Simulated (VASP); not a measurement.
# Ir (Fm-3m) in VASP: single point with PBEsol

Aim: the single point of Ir with PBEsol.

All numbers are computed with VASP 6.6.1; they aren't measurements. Logs are shortened: lines on timing, memory, paths and dates and some standing lists are left out, and cuts for length are marked.

**1. The cell of the first run**

Symmetry: Fm-3m, No. 225, cubic system. The conventional cell has a = 3.832 Å, b = 3.832 Å, c = 3.832 Å, α = 90.00°, β = 90.00°, γ = 90.00°. Ir (site symmetry m-3m) has 12 Ir at 2.71 Å within 3.6 Å.

**2. Single point, PBEsol**

Contents of INCAR:

```
SYSTEM = Ir
ALGO     = Normal         ! electronic algorithm
EDIFF    = 1E-6           ! SCF threshold, eV
ENCUT    = 560            ! plane-wave cutoff, eV
GGA      = PS             ! functional
GGA_COMPAT= .FALSE.      
ISIF     = 2              ! what is computed and relaxed
ISMEAR   = -1             ! smearing method
LASPH    = .TRUE.         ! aspherical terms in the spheres
LCHARG   = .FALSE.        ! write CHGCAR
LREAL    = .FALSE.        ! projectors in reciprocal space
LWAVE    = .FALSE.        ! write WAVECAR
NBANDS   = 14             ! bands
NELM     = 120            ! most SCF steps
PREC     = Accurate       ! precision mode
SIGMA    = 0.15           ! smearing width, eV
```

Contents of KPOINTS:

```
k-points
0
G
  18 18 18
  0 0 0
```

Contents of POSCAR:

```
Ir
1.0
    0.0000000000      1.9160556188      1.9160556188
    1.9160556188      0.0000000000      1.9160556188
    1.9160556188      1.9160556188      0.0000000000
Ir
1
Direct
    0.0000000000      0.0000000000      0.0000000000
```

Potentials or basis: VASP PAW PBE potentials, release 64 (Ir_sv_GW).

Run with:

```bash
$ cat potpaw_PBE.64/Ir_sv_GW/POTCAR > POTCAR
$ mpirun -np 1 vasp_std > vasp.out
```

OUTCAR:

```text
SYSTEM = Ir
   EDIFF = 1E-6
   ENCUT = 560
   GGA = PS
   ISIF = 2
   ISMEAR = -1
   LASPH = .TRUE.
   LREAL = .FALSE.
   NELM = 120
   PREC = Accurate

 ion  position               nearest neighbor table
   1  0.000  0.000  0.000-

  LATTYP: Found a face centered cubic cell.
 ALAT       =     3.8321112376

  Lattice vectors:

 A1 = (   0.0000000000,   1.9160556188,   1.9160556188)
 A2 = (   1.9160556188,   0.0000000000,   1.9160556188)
 A3 = (   1.9160556188,   1.9160556188,   0.0000000000)

Analysis of symmetry for initial positions (statically):
=====================================================================
 Subroutine PRICEL returns:
 Original cell was already a primitive cell.

 Routine SETGRP: Setting up the symmetry group for a
 face centered cubic supercell.

 Subroutine GETGRP returns: Found 48 space group operations
 (whereof 48 operations were pure point group operations)
 out of a pool of 48 trial point group operations.

The static configuration has the point symmetry O_h .

Analysis of symmetry for dynamics (positions and initial velocities):
=====================================================================
 Subroutine PRICEL returns:
 Original cell was already a primitive cell.

 Routine SETGRP: Setting up the symmetry group for a
 face centered cubic supercell.

 Subroutine GETGRP returns: Found 48 space group operations
 (whereof 48 operations were pure point group operations)
 out of a pool of 48 trial point group operations.

The dynamic configuration has the point symmetry O_h .

 Subroutine INISYM returns: Found 48 space group operations
 (whereof 48 operations are pure point group operations),
 and found     1 'primitive' translations

----------------------------------------------------------------------------------------

                                     Primitive cell

  volume of cell :      14.0687

  direct lattice vectors                    reciprocal lattice vectors
     0.000000000  1.916055619  1.916055619    -0.260952759  0.260952759  0.260952759
     1.916055619  0.000000000  1.916055619     0.260952759 -0.260952759  0.260952759
     1.916055619  1.916055619  0.000000000     0.260952759  0.260952759 -0.260952759

  length of vectors
     2.709711842  2.709711842  2.709711842     0.451983437  0.451983437  0.451983437

  position of ions in fractional coordinates (direct lattice)
     0.000000000  0.000000000  0.000000000

  ion indices of the primitive-cell ions
   primitive index   ion index
                 1           1

----------------------------------------------------------------------------------------

 KPOINTS: k-points

Automatic generation of k-mesh.
 Grid dimensions read from file:
 generate k-points for:   18   18   18

 Generating k-lattice:

  Cartesian coordinates                     Fractional coordinates (reciprocal lattice)
    -0.014497375  0.014497375  0.014497375     0.055555556  0.000000000  0.000000000
     0.014497375 -0.014497375  0.014497375     0.000000000  0.055555556  0.000000000
     0.014497375  0.014497375 -0.014497375     0.000000000  0.000000000  0.055555556

  Length of vectors
     0.025110191  0.025110191  0.025110191

  Shift w.r.t. Gamma in fractional coordinates (k-lattice)
     0.000000000  0.000000000  0.000000000

 Subroutine IBZKPT returns following result:
 ===========================================

 Found    195 irreducible k-points:

 Following reciprocal coordinates:
            Coordinates               Weight
  0.000000  0.000000  0.000000      1.000000
  0.055556  0.000000  0.000000      8.000000
  0.111111  0.000000  0.000000      8.000000
  0.166667  0.000000  0.000000      8.000000
  0.222222  0.000000  0.000000      8.000000
  0.277778  0.000000  0.000000      8.000000
[... 16 lines left out ...]
 -0.277778  0.055556  0.000000     24.000000
 -0.222222  0.055556  0.000000     24.000000
 [... further k-points ...]
   k-points           NKPTS =    195   k-points in BZ     NKDIM =    195   number of bands    NBANDS=     14
   number of dos      NEDOS =    301   number of ions     NIONS =      1
   total plane-waves  NPLWV =  13824
   dimension x,y,z NGX =    24 NGY =   24 NGZ =   24
   dimension x,y,z NGXF=    48 NGYF=   48 NGZF=   48
   ions per type =               1
   NGX,Y,Z   is equivalent  to a cutoff of  14.72, 14.72, 14.72 a.u.
   NGXF,Y,Z  is equivalent  to a cutoff of  29.45, 29.45, 29.45 a.u.
 SYSTEM =  Ir
   PREC   = accura    normal or accurate (medium, high low for compatibility)
   ISTART =      0    job   : 0-new  1-cont  2-samecut
   ICHARG =      2    charge: 1-file 2-atom 10-const
   ISPIN  =      1    spin polarized calculation?
   LNONCOLLINEAR =      F non collinear calculations
   LSORBIT =      F    spin-orbit coupling
   LASPH  =      T    aspherical Exc in radial PAW
   ENCUT  =  560.0 eV  41.16 Ry    6.42 a.u.   5.23  5.23  5.23*2*pi/ulx,y,z
   NELM   =    120;   NELMIN=  2; NELMDL= -5     # of ELM steps
   EDIFF  = 0.1E-05   stopping-criterion for ELM
   LREAL  =      F    real-space projection
   EDIFFG = 0.1E-04   stopping-criterion for IOM
   NSW    =      0    number of steps for IOM
   IBRION =     -1    ionic relax: 0-MD 1-quasi-New 2-CG
   NFREE  =      0    steps in history (QN), initial steepest desc. (CG)
   ISIF   =      2    stress and relaxation
   ISYM   =      2    0-nonsym 1-usesym 2-fastsym
   POTIM  = 0.5000    time-step for ionic-motion
   TEBEG  =    0.0;   TEEND  =   0.0 temperature during run
   PSTRESS=    0.0 pullay stress
   NELECT =      17.0000    total number of electrons
   NUPDOWN=      -1.0000    fix difference up-down
   EMIN   =  10.00;   EMAX   =-10.00  energy-range for DOS
   EFERMI =   0.00;   METHOD = LEGACY
   ISMEAR =    -1;   SIGMA  =   0.15  broadening in eV -4-tet -1-fermi 0-gaus
   EFERMI_NEDOS =   21; number of points for ismear=-14 and -15
   IALGO  =     38    algorithm
   IMIX   =      4    mixing-type and parameters
     AMIX     =   0.40;   BMIX     =  1.00
     AMIX_MAG =   1.60;   BMIX_MAG =  1.00
  volume/ion in A,a.u.               =      14.07        94.94
  Fermi-wavevector in a.u.,A,eV,Ry     =   1.743705  3.295125 41.368614  3.040507
  Thomas-Fermi vector in A             =   2.815726
   LORBIT       =      0    0 simple, 1 ext, 2 COOP (PROOUT), +10 PAW based schemes
   GGA     = PS    functional components
   LHFCALC =     F    Hartree Fock is set to
   AEXX    =    0.0000 exact exchange contribution
   IVDW    =     0    specifies the selected vdW correction
   LEPSILON=     F    determine dielectric tensor
   LRPA    =     F    only Hartree local field effects (RPA)
 non-spin polarized calculation
  energy-cutoff  :      560.00
  volume of cell :       14.07
 maximum number of plane-waves:       444
 NGX is ok and might be reduce to    24
   NGX = 11   NGY = 11   NGZ = 11

 number of electron      17.0000000 magnetization

 Free energy of the ion-electron system (eV)
  ---------------------------------------------------
  ext. energy  EPLUGINS =         0.00000000
  ---------------------------------------------------
  free energy    TOTEN  =       -10.43421233 eV

  energy without entropy =      -10.36701787  energy(sigma->0) =      -10.40061510

 E-fermi :  12.8320     XC(G=0): -14.7413

 val. band max:       12.8117647200   @ k =  -0.4444   0.4444   0.1111
 cond. band min:      12.8356399776   @ k =  -0.3333   0.2778   0.0556
 fundamental gap:      0.0238752576
 Fermi energy:        12.8319680055

 k-point     1 :       0.0000    0.0000    0.0000
  band No.  band energies     occupation
      1     -80.1927      2.00000
      2     -36.5703      2.00000
      3     -36.5703      2.00000
      4     -36.5703      2.00000
      5       1.6109      2.00000
      6       8.9175      2.00000
      7       8.9175      2.00000
      8       8.9175      2.00000
      9      11.6531      1.99923
     10      11.6531      1.99923
     11      26.4154      0.00000
     12      31.9493      0.00000
     13      31.9493      0.00000
     14      31.9493      0.00000

 k-point     2 :       0.0556    0.0000    0.0000
  band No.  band energies     occupation
      1     -80.1907      2.00000
      2     -36.5955      2.00000
      3     -36.5737      2.00000
      4     -36.5737      2.00000
      5       1.7502      2.00000
      6       8.8414      2.00000
      7       8.9777      2.00000
      8       8.9777      2.00000
      9      11.6125      1.99941
     10      11.6125      1.99941
     11      26.6596      0.00000
     12      31.3017      0.00000
     13      32.1837      0.00000
     14      32.1837      0.00000

 k-point     3 :       0.1111    0.0000    0.0000
  band No.  band energies     occupation
      1     -80.1855      2.00000
      2     -36.6686      2.00000
      3     -36.5839      2.00000
      4     -36.5839      2.00000
      5       2.1535      2.00000
      6       8.6464      2.00000
      7       9.1357      2.00000
      8       9.1357      2.00000
      9      11.5235      1.99967
     10      11.5235      1.99967
     11      27.3310      0.00000
     12      29.9750      0.00000
     13      32.8683      0.00000
     14      32.8683      0.00000
[... 324 lines left out ...]
 k-point    23 :      -0.2778    0.0556    0.0000
  band No.  band energies     occupation
      1     -80.1488      2.00000
      2     -37.0941      2.00000
      3     -36.6712      2.00000
      4     -36.6357      2.00000
      5       4.4206      2.00000
      6       8.5816      2.00000
      7       9.2281      2.00000
      8       9.3373      2.00000
      9      11.8341      1.99742
     10      12.7659      1.21679
     11      25.1831      0.00000
     12      28.7196      0.00000
     13      34.2976      0.00000
     14      36.0275      0.00000

 k-point    24 :      -0.2222    0.0556    0.0000
  band No.  band energies     occupation
      1     -80.1603      2.00000
      2     -36.9601      2.00000
      3     -36.6510      2.00000
      4     -36.6156      2.00000
      5       3.8462      2.00000
      6       8.2347      2.00000
      7       9.3773      2.00000
      8       9.4699      2.00000
      9      11.3456      1.99990
     10      12.2191      1.96693
     11      26.6623      0.00000
     12      29.3173      0.00000
     13      34.4906      0.00000
     14      35.6710      0.00000

 [... further k-points ...]
[... 5 lines left out ...]
  --------------------------------------------------------------------------------------
  -------------------------------------------------------------------------------------
  Total       -0.1626719     -0.1626719     -0.1626719      0.0000000      0.0000000      0.0000000
  in kB      -18.5254521    -18.5254521    -18.5254521      0.0000000      0.0000000      0.0000000
  external PRESSURE =     -18.5254521 kB  Pullay stress =       0.0000000 kB

 VOLUME and BASIS-vectors are now :
 -----------------------------------------------------------------------------
  energy-cutoff  :      560.00
  volume of cell :       14.07
      direct lattice vectors                 reciprocal lattice vectors
     0.000000000  1.916055619  1.916055619    -0.260952759  0.260952759  0.260952759
     1.916055619  0.000000000  1.916055619     0.260952759 -0.260952759  0.260952759
     1.916055619  1.916055619  0.000000000     0.260952759  0.260952759 -0.260952759

 POSITION                                       TOTAL-FORCE (eV/Angst)
 -----------------------------------------------------------------------------------
      0.00000      0.00000      0.00000         0.000000      0.000000     -0.000000
 -----------------------------------------------------------------------------------
    total drift:                                0.000000      0.000000     -0.000000

  FREE ENERGIE OF THE ION-ELECTRON SYSTEM (eV)
  ---------------------------------------------------
  free  energy   TOTEN  =       -10.4342123323 eV

  energy  without entropy=      -10.3670178748  energy(sigma->0) =      -10.40061510
```

Wall time 33 s (1 thread of Intel Xeon Platinum 8488C (Sapphire Rapids), shared host); peak memory 0.18 GiB.

Results:

| Quantity | Value |
| --- | --- |
| Free energy | -10.4342 eV |
| Pressure | -1.9 GPa |
| Band gap on the k mesh | zero (an odd number of electrons rules out a gap without spin polarisation) |

Caveat: the PAW data sets were made with another functional, which shifts forces and pressure a little; spin-orbit coupling is left out, which moves the levels of the heavy elements.

The gap in the log of VASP goes by the Fermi energy; the results here count the filled bands.